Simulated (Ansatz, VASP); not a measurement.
## LaS3 in VASP and in Ansatz

```
La S
1.0
     3.85868    0.00000    0.00000
    -1.92934    3.34172    0.00000
     0.00000    0.00000    9.61119
La S
1 3
Cartesian
  0.0000 0.0000 0.0000
  0.0000 0.0000 6.9538
  0.0000 0.0000 2.6574
  0.0000 0.0000 4.8056
```

Alike in both runs: functional PBE; k mesh 12 × 12 × 6; occupations gaussian, width 0.1 eV; no spin polarisation.

Ansatz relaxed the structure, and its values are those at the end. VASP's run is a single point on that final structure, the one shown.

|  | VASP | Ansatz |
| --- | --- | --- |
| version | VASP 6.6.1 | Ansatz 0.2.0 |
| potentials or method | VASP PAW PBE potentials, release 64 (La, S), cutoff 520 eV | scalar-relativistic, plane waves, PAW |
| valence electrons in the cell | 29 | 29 |

VASP gave:

```
gap on the k mesh at the Fermi level (eV) : none
pressure (GPa)                            : -0.1
rms of the force components (eV/Å)        : 0.006
```

Task: What did Ansatz give for the same quantities?

Result: gap on the k mesh at the Fermi level (eV): none; pressure (GPa): 0.0; rms of the force components (eV/Å): 0.002.

A gap of «none» marks a metal or a gap that the smearing closes.

Spin-orbit coupling is off throughout.
